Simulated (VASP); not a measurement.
# CdF2 (Fm-3m) in VASP: a series of runs

Aim: see how the results for CdF2 move with the level of theory and the settings. Levels: HSE06, r2SCAN. Tasks: single point.

Everything below comes from runs of VASP 6.6.1. Logs are shortened: lines on timing, memory, paths and dates and some standing lists are left out, and cuts for length are marked.

## (1) The cell of the first run

The structure is cubic, space group Fm-3m (No. 225). Conventional cell: a = 5.481 Å, b = 5.481 Å, c = 5.481 Å, α = 90.00°, β = 90.00°, γ = 90.00°. Within 3.1 Å of Cd (site symmetry m-3m) lie 8 F at 2.37 Å. F (site symmetry -43m) has 4 Cd at 2.37 Å and 6 F at 2.74 Å within 3.1 Å.

## (2) Single point, HSE06

File POSCAR:

```
CdF2
1.0
    0.0000000000      2.7407041214      2.7407041214
    2.7407041214      0.0000000000      2.7407041214
    2.7407041214      2.7407041214      0.0000000000
Cd F
1 2
Direct
    0.0000000000      0.0000000000      0.0000000000
    0.2500000000      0.2500000000      0.2500000000
    0.7500000000      0.7500000000      0.7500000000
```

File INCAR.step1:

```
SYSTEM = CdF2
PREC = Accurate
ENCUT = 520
EDIFF = 1E-5
ISMEAR = 0
SIGMA = 0.02
LREAL = .False.
LASPH = .True.
NELM = 100
ALGO = Normal
ISIF = 2
LWAVE = .True.
LCHARG = .False.
NBANDS = 20
GGA = PE
```

File INCAR.step2:

```
SYSTEM = CdF2
PREC = Accurate
ENCUT = 520
EDIFF = 1E-6
ISMEAR = 0
SIGMA = 0.02
LREAL = .False.
LASPH = .True.
NELM = 100
ALGO = Normal
ISIF = 2
LWAVE = .False.
LCHARG = .False.
GGA = PE
LHFCALC = .True.
HFSCREEN = 0.2079
PRECFOCK = Normal
NBANDS = 20
ISTART = 1
```

File KPOINTS:

```
Automatic mesh
0
Gamma
  6 6 6
  0 0 0
```

Potentials or basis: VASP PAW PBE potentials, release 64 (Cd, F).

Run with:

```
> cat potpaw_PBE.64/Cd/POTCAR potpaw_PBE.64/F/POTCAR > POTCAR
> cp INCAR.step1 INCAR
> mpirun -np 1 vasp_std > vasp.out
> cp INCAR.step2 INCAR
> mpirun -np 1 vasp_std > vasp.out
```

OUTCAR:

```text
SYSTEM = CdF2
   PREC = Accurate
   ENCUT = 520
   EDIFF = 1E-6
   ISMEAR = 0
   LREAL = .False.
   LASPH = .True.
   NELM = 100
   ISIF = 2
   GGA = PE
   LHFCALC = .True.
   HFSCREEN = 0.2079
   PRECFOCK = Normal
   ISTART = 1

 ion  position               nearest neighbor table
   1  0.000  0.000  0.000-   3 2.37   3 2.37   3 2.37   2 2.37   2 2.37   2 2.37   3 2.37   2 2.37

   2  0.250  0.250  0.250-   1 2.37   1 2.37   1 2.37   1 2.37
   3  0.750  0.750  0.750-   1 2.37   1 2.37   1 2.37   1 2.37

  LATTYP: Found a face centered cubic cell.
 ALAT       =     5.4814082428

  Lattice vectors:

 A1 = (   0.0000000000,   2.7407041214,   2.7407041214)
 A2 = (   2.7407041214,   0.0000000000,   2.7407041214)
 A3 = (   2.7407041214,   2.7407041214,   0.0000000000)

Analysis of symmetry for initial positions (statically):
=====================================================================
 Subroutine PRICEL returns:
 Original cell was already a primitive cell.

 Routine SETGRP: Setting up the symmetry group for a
 face centered cubic supercell.

 Subroutine GETGRP returns: Found 48 space group operations
 (whereof 48 operations were pure point group operations)
 out of a pool of 48 trial point group operations.

The static configuration has the point symmetry O_h .

Analysis of symmetry for dynamics (positions and initial velocities):
=====================================================================
 Subroutine PRICEL returns:
 Original cell was already a primitive cell.

 Routine SETGRP: Setting up the symmetry group for a
 face centered cubic supercell.

 Subroutine GETGRP returns: Found 48 space group operations
 (whereof 48 operations were pure point group operations)
 out of a pool of 48 trial point group operations.

The dynamic configuration has the point symmetry O_h .

 Subroutine INISYM returns: Found 48 space group operations
 (whereof 48 operations are pure point group operations),
 and found     1 'primitive' translations

----------------------------------------------------------------------------------------

                                     Primitive cell

  volume of cell :      41.1734

  direct lattice vectors                    reciprocal lattice vectors
     0.000000000  2.740704121  2.740704121    -0.182434870  0.182434870  0.182434870
     2.740704121  0.000000000  2.740704121     0.182434870 -0.182434870  0.182434870
     2.740704121  2.740704121  0.000000000     0.182434870  0.182434870 -0.182434870

  length of vectors
     3.875940939  3.875940939  3.875940939     0.315986464  0.315986464  0.315986464

  position of ions in fractional coordinates (direct lattice)
     0.000000000  0.000000000  0.000000000
     0.250000000  0.250000000  0.250000000
     0.750000000  0.750000000  0.750000000

  ion indices of the primitive-cell ions
   primitive index   ion index
                 1           1
                 2           2
                 3           3

----------------------------------------------------------------------------------------

 KPOINTS: Automatic mesh

Automatic generation of k-mesh.
 Grid dimensions read from file:
 generate k-points for:    6    6    6

 Generating k-lattice:

  Cartesian coordinates                     Fractional coordinates (reciprocal lattice)
    -0.030405812  0.030405812  0.030405812     0.166666667  0.000000000  0.000000000
     0.030405812 -0.030405812  0.030405812     0.000000000  0.166666667  0.000000000
     0.030405812  0.030405812 -0.030405812     0.000000000  0.000000000  0.166666667

  Length of vectors
     0.052664411  0.052664411  0.052664411

  Shift w.r.t. Gamma in fractional coordinates (k-lattice)
     0.000000000  0.000000000  0.000000000

 Subroutine IBZKPT returns following result:
 ===========================================

 Found     16 irreducible k-points:

 Following reciprocal coordinates:
            Coordinates               Weight
  0.000000  0.000000  0.000000      1.000000
  0.166667  0.000000  0.000000      8.000000
  0.333333  0.000000  0.000000      8.000000
  0.500000  0.000000  0.000000      4.000000
  0.166667  0.166667  0.000000      6.000000
  0.333333  0.166667  0.000000     24.000000
[... 8 lines left out ...]
 -0.333333  0.333333  0.166667     24.000000
 -0.333333  0.500000  0.166667     12.000000
   k-points           NKPTS =     16   k-points in BZ     NKDIM =    216   number of bands    NBANDS=     20
   number of dos      NEDOS =    301   number of ions     NIONS =      3
   total plane-waves  NPLWV =  27000
   dimension x,y,z NGX =    30 NGY =   30 NGZ =   30
   dimension x,y,z NGXF=    60 NGYF=   60 NGZF=   60
   ions per type =               1   2
   NGX,Y,Z   is equivalent  to a cutoff of  12.87, 12.87, 12.87 a.u.
   NGXF,Y,Z  is equivalent  to a cutoff of  25.74, 25.74, 25.74 a.u.
 SYSTEM =  CdF2
   PREC   = accura    normal or accurate (medium, high low for compatibility)
   ISTART =      1    job   : 0-new  1-cont  2-samecut
   ICHARG =      0    charge: 1-file 2-atom 10-const
   ISPIN  =      1    spin polarized calculation?
   LNONCOLLINEAR =      F non collinear calculations
   LSORBIT =      F    spin-orbit coupling
   LASPH  =      T    aspherical Exc in radial PAW
   ENCUT  =  520.0 eV  38.22 Ry    6.18 a.u.   7.21  7.21  7.21*2*pi/ulx,y,z
   NELM   =    100;   NELMIN=  2; NELMDL=  0     # of ELM steps
   EDIFF  = 0.1E-05   stopping-criterion for ELM
   LREAL  =      F    real-space projection
   EDIFFG = 0.1E-04   stopping-criterion for IOM
   NSW    =      0    number of steps for IOM
   IBRION =     -1    ionic relax: 0-MD 1-quasi-New 2-CG
   NFREE  =      0    steps in history (QN), initial steepest desc. (CG)
   ISIF   =      2    stress and relaxation
   ISYM   =      3    0-nonsym 1-usesym 2-fastsym
   POTIM  = 0.5000    time-step for ionic-motion
   TEBEG  =    0.0;   TEEND  =   0.0 temperature during run
   PSTRESS=    0.0 pullay stress
   NELECT =      26.0000    total number of electrons
   NUPDOWN=      -1.0000    fix difference up-down
   EMIN   =  10.00;   EMAX   =-10.00  energy-range for DOS
   EFERMI =   0.00;   METHOD = LEGACY
   ISMEAR =     0;   SIGMA  =   0.02  broadening in eV -4-tet -1-fermi 0-gaus
   EFERMI_NEDOS =   21; number of points for ismear=-14 and -15
   IALGO  =     38    algorithm
   IMIX   =      1    mixing-type and parameters
     AMIX     =   0.40;   BMIX     =  1.00
     AMIX_MAG =   1.60;   BMIX_MAG =  1.00
  volume/ion in A,a.u.               =      13.72        92.62
  Fermi-wavevector in a.u.,A,eV,Ry     =   1.404517  2.654153 26.839794  1.972669
  Thomas-Fermi vector in A             =   2.527071
   LORBIT       =      0    0 simple, 1 ext, 2 COOP (PROOUT), +10 PAW based schemes
   GGA     = PE    functional components
   LHFCALC =     T    Hartree Fock is set to
   PRECFOCK=normal    Normal, Fast or Accurate (Low or Medium for compatibility)
   ENCUT4O =  -1.0   cutoff for four orbital integrals eV
   NKREDX  =     1    reduce k-point grid by
   NKREDY  =     1    reduce k-point grid by
   NKREDZ  =     1    reduce k-point grid by
   AEXX    =    0.2500 exact exchange contribution
   HFSCREEN=    0.2079 screening length (either q_TF or 0.3 A-1)
   HFSCREENC=   0.2079 screening length for correlation (either q_TF or 0.3 A-1)
   ENCUTFOCK=  -1.0 apply spherical cutoff to Coloumb kernel
   IVDW    =     0    specifies the selected vdW correction
   LEPSILON=     F    determine dielectric tensor
   LRPA    =     F    only Hartree local field effects (RPA)
 non-spin polarized calculation
 Gauss-broadening in eV      SIGMA  =   0.02
  energy-cutoff  :      520.00
  volume of cell :       41.17
 maximum number of plane-waves:      1125
 NGX is ok and might be reduce to    30
  NGX = 24; NGY = 24; NGZ = 24

 number of electron      25.9999995 magnetization

 Free energy of the ion-electron system (eV)
  ---------------------------------------------------
  ext. energy  EPLUGINS =         0.00000000
  ---------------------------------------------------
  free energy    TOTEN  =       -14.36482079 eV

  energy without entropy =      -14.36482079  energy(sigma->0) =      -14.36482079

 E-fermi :  -3.0303     XC(G=0):  -8.2821

 val. band max:       -3.2317504498   @ k =  -0.3333   0.5000   0.1667
 cond. band min:       1.7462749434   @ k =   0.0000   0.0000   0.0000
 fundamental gap:      4.9780253932
 Fermi energy:        -3.0303128120

 k-point     1 :       0.0000    0.0000    0.0000
  band No.  band energies     occupation
      1     -25.3961      2.00000
      2     -24.3964      2.00000
      3      -9.1365      2.00000
      4      -9.1365      2.00000
      5      -9.1365      2.00000
      6      -8.0692      2.00000
[... 12 lines left out ...]
     19      18.5548      0.00000
     20      18.5548      0.00000

 k-point     2 :       0.1667    0.0000    0.0000
  band No.  band energies     occupation
      1     -25.3188      2.00000
      2     -24.4655      2.00000
      3      -9.0470      2.00000
      4      -9.0470      2.00000
      5      -8.8738      2.00000
      6      -8.0892      2.00000
[... 12 lines left out ...]
     19      17.9386      0.00000
     20      17.9386      0.00000

 k-point     3 :       0.3333    0.0000    0.0000
  band No.  band energies     occupation
      1     -25.1209      2.00000
      2     -24.6414      2.00000
      3      -8.8888      2.00000
      4      -8.8888      2.00000
      5      -8.2620      2.00000
      6      -8.0725      2.00000
[... 12 lines left out ...]
     19      17.1463      0.00000
     20      17.8899      0.00000

 k-point     4 :       0.5000    0.0000    0.0000
  band No.  band energies     occupation
      1     -24.9059      2.00000
      2     -24.8443      2.00000
      3      -8.8322      2.00000
      4      -8.8322      2.00000
      5      -8.0177      2.00000
      6      -8.0177      2.00000
[... 245 lines left out ...]
 k-point    15 :      -0.3333    0.3333    0.1667
  band No.  band energies     occupation
      1     -24.8692      2.00000
      2     -24.8537      2.00000
      3      -8.6060      2.00000
      4      -8.5102      2.00000
      5      -8.1614      2.00000
      6      -8.1398      2.00000
[... 12 lines left out ...]
     19      17.6142      0.00000
     20      20.6004      0.00000

 k-point    16 :      -0.3333    0.5000    0.1667
  band No.  band energies     occupation
      1     -24.9184      2.00000
      2     -24.7943      2.00000
      3      -8.6105      2.00000
      4      -8.3190      2.00000
      5      -8.2560      2.00000
      6      -8.1182      2.00000
[... 12 lines left out ...]
     19      18.9099      0.00000
     20      19.4021      0.00000

------------------------ aborting loop because EDIFF is reached ----------------------------------------

  FORCE on cell =-STRESS in cart. coord.  units (eV):
  Direction    XX          YY          ZZ          XY          YZ          ZX
  --------------------------------------------------------------------------------------
  -------------------------------------------------------------------------------------
  Total       -0.6898069     -0.6898069     -0.6898069      0.0000000      0.0000000      0.0000000
  in kB      -26.8424196    -26.8424196    -26.8424196      0.0000000      0.0000000      0.0000000
  external PRESSURE =     -26.8424196 kB  Pullay stress =       0.0000000 kB

 VOLUME and BASIS-vectors are now :
 -----------------------------------------------------------------------------
  energy-cutoff  :      520.00
  volume of cell :       41.17
      direct lattice vectors                 reciprocal lattice vectors
     0.000000000  2.740704121  2.740704121    -0.182434870  0.182434870  0.182434870
     2.740704121  0.000000000  2.740704121     0.182434870 -0.182434870  0.182434870
     2.740704121  2.740704121  0.000000000     0.182434870  0.182434870 -0.182434870

 POSITION                                       TOTAL-FORCE (eV/Angst)
 -----------------------------------------------------------------------------------
      0.00000      0.00000      0.00000         0.000000      0.000000      0.000000
      1.37035      1.37035      1.37035        -0.000000     -0.000000     -0.000000
      4.11106      4.11106      4.11106         0.000000      0.000000      0.000000
 -----------------------------------------------------------------------------------
    total drift:                               -0.000004     -0.000006     -0.000006

  FREE ENERGIE OF THE ION-ELECTRON SYSTEM (eV)
  ---------------------------------------------------
  free  energy   TOTEN  =       -14.3648207934 eV

  energy  without entropy=      -14.3648207934  energy(sigma->0) =      -14.36482079
```

Run time: 31 min. Hardware: 1 thread of Intel Xeon 6975P-C (Granite Rapids), shared host; peak memory 0.28 GiB.

What came out:

| Quantity | Value |
| --- | --- |
| Free energy | -14.3648 eV |
| Pressure | -2.7 GPa |
| Band gap on the k mesh | 4.98 eV, indirect (least direct gap 5.60 eV) |

Levels at points of the mesh, in eV from the valence-band top:
```
           k point  band 10  band 11  band 12  band 13  band 14  band 15  band 16  band 17
(0.00, 0.00, 0.00)    -0.86    -0.63    -0.63    -0.63     4.98    14.72    14.72    14.72
(0.50, 0.00, 0.00)    -1.72    -1.72    -0.46    -0.46     9.09    11.06    16.53    16.53
(0.50, 0.50, 0.00)    -2.82    -0.41    -0.07    -0.07     9.99    11.59    13.75    16.33
```

Caveat: the PAW data sets were made with another functional, which shifts forces and pressure a little. A k mesh can miss the band edges.

(Part 1 of 2 ends here.)
